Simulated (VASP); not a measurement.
# CoSn3 (Fm-3m) in VASP: further runs

CoSn3 is run at these levels: PBEsol; tasks: relaxation of cell and atoms, single point.

All numbers are computed with VASP 6.6.1; they aren't measurements. Logs are shortened: lines on timing, memory, paths and dates and some standing lists are left out, and cuts for length are marked.

## 1. The cell of the first run

The structure is cubic, space group Fm-3m (No. 225). Conventional cell: a = 6.959 Å, b = 6.959 Å, c = 6.959 Å, α = 90.00°, β = 90.00°, γ = 90.00°. Sn (site symmetry -43m) has 10 Sn at 3.01 to 3.48 Å and 4 Co at 3.01 Å within 4.0 Å. Sn (site symmetry m-3m) has 8 Sn at 3.01 Å and 6 Co at 3.48 Å within 4.0 Å. Within 4.0 Å of Co (site symmetry m-3m) lie 14 Sn at 3.01 to 3.48 Å.

## 2. Relaxation of cell and atoms, PBEsol

The input, INCAR:

```
PREC = Accurate ; ENCUT = 600
EDIFF = 1E-7 ; ISMEAR = 0
SIGMA = 0.1 ; LREAL = False
LASPH = True ; NELM = 60
ALGO = Fast ; ISIF = 3
LWAVE = False ; LCHARG = False
GGA = PS ; IBRION = 2
NSW = 80 ; EDIFFG = -0.01
```

The input, KPOINTS:

```
Automatic mesh
0
Gamma
  10 10 10
```

The input, POSCAR:

```
CoSn3
1.0
    0.0000000000      3.4793051165      3.4793051165
    3.4793051165      0.0000000000      3.4793051165
    3.4793051165      3.4793051165      0.0000000000
Sn Co
3 1
Direct
    0.2500000000      0.2500000000      0.2500000000
    0.7500000000      0.7500000000      0.7500000000
    0.5000000000      0.5000000000      0.5000000000
    0.0000000000      0.0000000000      0.0000000000
```

Potentials or basis: VASP PAW PBE potentials, release 64 (Sn_d, Co).

Command:

```console
cat potpaw_PBE.64/Sn_d/POTCAR potpaw_PBE.64/Co/POTCAR > POTCAR
mpirun -np 1 vasp_std > vasp.out
```

OUTCAR:

```text
PREC = Accurate
   ENCUT = 600
   EDIFF = 1E-7
   ISMEAR = 0
   LREAL = False
   LASPH = True
   NELM = 60
   ISIF = 3
   GGA = PS
   IBRION = 2
   NSW = 80
   EDIFFG = -0.01

 ion  position               nearest neighbor table
   1  0.250  0.250  0.250-   4 3.01   4 3.01   4 3.01   3 3.01   4 3.01   3 3.01   3 3.01   3 3.01
                             2 3.48   2 3.48   2 3.48   2 3.48   2 3.48   2 3.48
   2  0.750  0.750  0.750-   3 3.01   3 3.01   3 3.01   3 3.01   4 3.01   4 3.01   4 3.01   4 3.01
                             1 3.48   1 3.48   1 3.48   1 3.48   1 3.48   1 3.48
   3  0.500  0.500  0.500-   1 3.01   1 3.01   1 3.01   1 3.01   2 3.01   2 3.01   2 3.01   2 3.01

   4  0.000  0.000  0.000-   2 3.01   2 3.01   2 3.01   1 3.01   2 3.01   1 3.01   1 3.01   1 3.01

  LATTYP: Found a face centered cubic cell.
 ALAT       =     6.9586102330

  Lattice vectors:

 A1 = (   0.0000000000,   3.4793051165,   3.4793051165)
 A2 = (   3.4793051165,   0.0000000000,   3.4793051165)
 A3 = (   3.4793051165,   3.4793051165,   0.0000000000)

Analysis of symmetry for initial positions (statically):
=====================================================================
 Subroutine PRICEL returns:
 Original cell was already a primitive cell.

 Routine SETGRP: Setting up the symmetry group for a
 face centered cubic supercell.

 Subroutine GETGRP returns: Found 48 space group operations
 (whereof 48 operations were pure point group operations)
 out of a pool of 48 trial point group operations.

The static configuration has the point symmetry O_h .

Analysis of symmetry for dynamics (positions and initial velocities):
=====================================================================
 Subroutine PRICEL returns:
 Original cell was already a primitive cell.

 Routine SETGRP: Setting up the symmetry group for a
 face centered cubic supercell.

 Subroutine GETGRP returns: Found 48 space group operations
 (whereof 48 operations were pure point group operations)
 out of a pool of 48 trial point group operations.

The dynamic configuration has the point symmetry O_h .

 Subroutine INISYM returns: Found 48 space group operations
 (whereof 48 operations are pure point group operations),
 and found     1 'primitive' translations

----------------------------------------------------------------------------------------

                                     Primitive cell

  volume of cell :      84.2379

  direct lattice vectors                    reciprocal lattice vectors
[... 103 lines left out ...]
   NUPDOWN=      -1.0000    fix difference up-down
   EMIN   =  10.00;   EMAX   =-10.00  energy-range for DOS
   EFERMI =   0.00;   METHOD = LEGACY
   ISMEAR =     0;   SIGMA  =   0.10  broadening in eV -4-tet -1-fermi 0-gaus
   EFERMI_NEDOS =   21; number of points for ismear=-14 and -15
   IALGO  =     68    algorithm
   IMIX   =      4    mixing-type and parameters
     AMIX     =   0.40;   BMIX     =  1.00
     AMIX_MAG =   1.60;   BMIX_MAG =  1.00
  volume/ion in A,a.u.               =      21.06       142.12
  Fermi-wavevector in a.u.,A,eV,Ry     =   1.384934  2.617146 26.096544  1.918042
  Thomas-Fermi vector in A             =   2.509391
   LORBIT       =      0    0 simple, 1 ext, 2 COOP (PROOUT), +10 PAW based schemes
   GGA     = PS    functional components
   LHFCALC =     F    Hartree Fock is set to
   AEXX    =    0.0000 exact exchange contribution
   IVDW    =     0    specifies the selected vdW correction
   LEPSILON=     F    determine dielectric tensor
   LRPA    =     F    only Hartree local field effects (RPA)
 conjugate gradient relaxation of ions
 non-spin polarized calculation
 RMM-DIIS sequential band-by-band and
 Gauss-broadening in eV      SIGMA  =   0.10
  energy-cutoff  :      600.00
  volume of cell :       84.24
 maximum number of plane-waves:      2832
   NGX = 19   NGY = 19   NGZ = 19

--------------------------------------- Ionic step        1  -------------------------------------------

 number of electron      50.9999987 magnetization

 Free energy of the ion-electron system (eV)
  ---------------------------------------------------
  ext. energy  EPLUGINS =         0.00000000
  ---------------------------------------------------
  free energy    TOTEN  =       -18.78173244 eV

  energy without entropy =      -18.76604032  energy(sigma->0) =      -18.77388638

------------------------ aborting loop because EDIFF is reached ----------------------------------------

  FORCE on cell =-STRESS in cart. coord.  units (eV):
  Direction    XX          YY          ZZ          XY          YZ          ZX
  --------------------------------------------------------------------------------------
  -------------------------------------------------------------------------------------
  Total       -0.3727656     -0.3727656     -0.3727656      0.0000000      0.0000000     -0.0000000
  in kB       -7.0898796     -7.0898796     -7.0898796      0.0000000      0.0000000     -0.0000000
  external PRESSURE =      -7.0898796 kB  Pullay stress =       0.0000000 kB
[... 63 lines left out ...]
--------------------------------------- Ionic step        3  -------------------------------------------

 number of electron      50.9999988 magnetization

 Free energy of the ion-electron system (eV)
  ---------------------------------------------------
  ext. energy  EPLUGINS =         0.00000000
  ---------------------------------------------------
  free energy    TOTEN  =       -18.78343733 eV

  energy without entropy =      -18.76783442  energy(sigma->0) =      -18.77563588

 E-fermi :   9.4297     XC(G=0): -11.4203

 val. band max:        9.4212991924   @ k =   0.5000   0.3000   0.0000
 cond. band min:       9.4357185909   @ k =  -0.4000   0.4000   0.1000
 fundamental gap:      0.0144193985
 Fermi energy:         9.4297480160

 k-point     1 :       0.0000    0.0000    0.0000
  band No.  band energies     occupation
      1     -12.2581      2.00000
      2     -12.2581      2.00000
      3     -12.2581      2.00000
      4     -12.2238      2.00000
      5     -12.2238      2.00000
      6     -11.9738      2.00000
[... 781 lines left out ...]
     29      12.8960      0.00000
     30      13.5331      0.00000

 [... further k-points ...]

------------------------ aborting loop because EDIFF is reached ----------------------------------------

  FORCE on cell =-STRESS in cart. coord.  units (eV):
  Direction    XX          YY          ZZ          XY          YZ          ZX
  --------------------------------------------------------------------------------------
  -------------------------------------------------------------------------------------
  Total       -0.0069380     -0.0069380     -0.0069380     -0.0000000      0.0000000      0.0000000
  in kB       -0.1331601     -0.1331601     -0.1331601     -0.0000000      0.0000000      0.0000000
  external PRESSURE =      -0.1331601 kB  Pullay stress =       0.0000000 kB
[... 19 lines left out ...]
  FREE ENERGIE OF THE ION-ELECTRON SYSTEM (eV)
  ---------------------------------------------------
  free  energy   TOTEN  =       -18.7834373302 eV

  energy  without entropy=      -18.7678344203  energy(sigma->0) =      -18.77563588

 reached required accuracy - stopping structural energy minimisation
```

OSZICAR:

```text
N       E                     dE             d eps       ncg     rms          rms(c)
DAV:   1     0.494044823656E+03    0.49404E+03   -0.27127E+04  2828   0.293E+03
DAV:   2     0.437375161546E+02   -0.45031E+03   -0.44410E+03  2820   0.645E+02
[... 37 lines left out ...]
RMM:   5    -0.187834536066E+02   -0.75529E-05   -0.14799E-03  3919   0.230E-01    0.500E-02
RMM:   6    -0.187834378182E+02    0.15788E-04   -0.21382E-04  3609   0.111E-01    0.147E-02
RMM:   7    -0.187834364520E+02    0.13662E-05   -0.56708E-05  3728   0.543E-02    0.738E-03
RMM:   8    -0.187834372353E+02   -0.78331E-06   -0.10741E-05  3947   0.221E-02    0.404E-03
RMM:   9    -0.187834372926E+02   -0.57306E-07   -0.19683E-06  3026   0.106E-02    0.895E-04
RMM:  10    -0.187834373302E+02   -0.37662E-07   -0.60262E-07  2153   0.484E-03
   3 F= -.18783437E+02 E0= -.18775636E+02  d E =-.170489E-02
```

CONTCAR:

```text
CoSn3
   1.00000000000000
     0.0000000000000000    3.4688060062850163    3.4688060062850163
     3.4688060062850163    0.0000000000000000    3.4688060062850163
     3.4688060062850163    3.4688060062850163   -0.0000000000000000
  Sn              Co
     3     1
Direct
     0.2500000000000000    0.2500000000000000    0.2500000000000000
     0.7500000000000000    0.7500000000000000    0.7500000000000000
     0.5000000000000000    0.5000000000000000    0.5000000000000000
     0.0000000000000000    0.0000000000000000    0.0000000000000000

  0.00000000E+00  0.00000000E+00  0.00000000E+00
  0.00000000E+00  0.00000000E+00  0.00000000E+00
  0.00000000E+00  0.00000000E+00  0.00000000E+00
  0.00000000E+00  0.00000000E+00  0.00000000E+00
```

Run time: 3.2 min. Hardware: 1 thread of Intel Xeon 6975P-C (Granite Rapids), shared host; peak memory 0.33 GiB.

Results:

- Free energy: -18.7834 eV
- Relaxed volume: 20.87 Å³/atom
- Relaxed cell: a = 4.906 Å, b = 4.906 Å, c = 4.906 Å, α = 60.00°, β = 60.00°, γ = 60.00°
- Space group after relaxing (to 0.1 Å): Fm-3m (No. 225)
- Energy gained by relaxing: 0.4 meV/atom
- Ionic steps: 3
- Pressure after relaxing: 0.0 GPa
- Band gap on the k mesh: zero (an odd number of electrons rules out a gap without spin polarisation)

The path:
| step | energy change (eV) | largest force (eV/Å) | pressure (GPa) | volume (Å³) |
| --- | --- | --- | --- | --- |
| 1 | 0.0000 | 0.0000 | -0.71 | 84.24 |
| 2 | -0.0013 | 0.0000 | 0.36 | 83.11 |
| 3 | -0.0017 | 0.0000 | -0.01 | 83.48 |

Final structure:
```cif
data_structure
_symmetry_space_group_name_H-M 'P 1'
_symmetry_Int_Tables_number 1
_cell_length_a 4.9056
_cell_length_b 4.9056
_cell_length_c 4.9056
_cell_angle_alpha 60.000
_cell_angle_beta 60.000
_cell_angle_gamma 60.000
_cell_volume 83.48
loop_
_atom_site_label
_atom_site_type_symbol
_atom_site_fract_x
_atom_site_fract_y
_atom_site_fract_z
_atom_site_occupancy
Sn1 Sn 0.25000 0.25000 0.25000 1
Sn2 Sn 0.75000 0.75000 0.75000 1
Sn3 Sn 0.50000 0.50000 0.50000 1
Co1 Co 0.00000 0.00000 0.00000 1
```

Levels at points of the mesh, in eV from the Fermi level:
| k point | band 22 | band 23 | band 24 | band 25 | band 26 | band 27 | band 28 | band 29 | band 30 |
| --- | --- | --- | --- | --- | --- | --- | --- | --- | --- |
| (0.00, 0.00, 0.00) | -1.08 | -1.08 | -1.08 | -0.90 | -0.90 | 0.87 | 0.87 | 0.87 | 1.75 |
| (0.50, 0.00, 0.00) | -1.09 | -1.09 | -0.92 | -0.92 | 0.16 | 0.16 | 0.22 | 3.60 | 4.04 |
| (0.50, 0.50, 0.00) | -0.96 | -0.96 | -0.79 | -0.49 | -0.16 | 4.22 | 4.22 | 4.36 | 5.03 |

Caveat: the PAW data sets were made with another functional, which shifts forces and pressure a little; spin-orbit coupling is left out, which moves the levels of the heavy elements; the run has no spin polarisation, though such a crystal can be magnetic.

## 3. Single point, PBEsol, collinear spin, ferromagnetic start

The input, INCAR:

```
PREC     = Accurate       # precision mode
ENCUT    = 520            # plane-wave cutoff, eV
EDIFF    = 1E-6           # SCF threshold, eV
ISMEAR   = 0              # smearing method
SIGMA    = 0.1            # smearing width, eV
LREAL    = F              # projectors in reciprocal space
LASPH    = T              # aspherical terms in the spheres
NELM     = 150            # most SCF steps
ALGO     = Normal         # electronic algorithm
ISIF     = 2              # what is computed and relaxed
LWAVE    = F              # write WAVECAR
LCHARG   = T              # write CHGCAR
ISPIN    = 2              # spin polarisation
MAGMOM   = 0 0 0 -1.03    # initial moments
LORBIT   = 11             # projections on sites
LMAXMIX  = 4              # l up to which the mixer works
GGA      = PS             # functional
LELF     = T              # ELF
LVHAR    = T            
NBANDS   = 38             # bands
```

The input, KPOINTS:

```
regular mesh
0
Gamma
  10 10 10
```

POSCAR is that of step 2.

Potentials or basis: VASP PAW PBE potentials, release 64 (Sn_d, Co).

Command:

```console
cat potpaw_PBE.64/Sn_d/POTCAR potpaw_PBE.64/Co/POTCAR > POTCAR
mpirun -np 1 vasp_std > vasp.out
```

Run time: 3 min. Hardware: 1 thread of Intel Xeon 6975P-C (Granite Rapids), shared host; peak memory 0.42 GiB.

Results (log left out):

- Free energy: -18.8004 eV
- Pressure: -0.1 GPa
- Net moment: -0.76 μB per cell
- Site moments: Sn +0.03, +0.01 (each value once); Co -0.96 μB
- Valence electrons inside the program's atomic spheres: Sn 12.26, 12.31 (each value once); Co 7.90

Levels at points of the mesh, in eV from the Fermi level:
Spin up:
```tsv
k point	band 22	band 23	band 24	band 25	band 26	band 27	band 28	band 29
(0.00, 0.00, 0.00)	-1.03	-1.03	-1.03	-0.56	-0.56	1.18	1.18	1.18
(0.50, 0.00, 0.00)	-1.08	-1.08	-0.56	-0.56	0.50	0.50	0.53	3.56
(0.50, 0.50, 0.00)	-0.58	-0.58	-0.43	-0.13	0.25	4.24	4.24	4.33
```
Spin down:
| k point | band 22 | band 23 | band 24 | band 25 | band 26 | band 27 | band 28 | band 29 | band 30 | band 31 |
| --- | --- | --- | --- | --- | --- | --- | --- | --- | --- | --- |
| (0.00, 0.00, 0.00) | -1.30 | -1.30 | -1.01 | -1.01 | -1.01 | 0.53 | 0.53 | 0.53 | 1.78 | 1.78 |
| (0.50, 0.00, 0.00) | -1.37 | -1.37 | -1.02 | -1.02 | -0.23 | -0.23 | -0.15 | 3.60 | 4.00 | 5.15 |
| (0.50, 0.50, 0.00) | -1.42 | -1.42 | -1.21 | -0.94 | -0.69 | 4.19 | 4.19 | 4.36 | 5.04 | 5.04 |

Caveat: the PAW data sets were made with another functional, which shifts forces and pressure a little; spin-orbit coupling is left out, which moves the levels of the heavy elements.
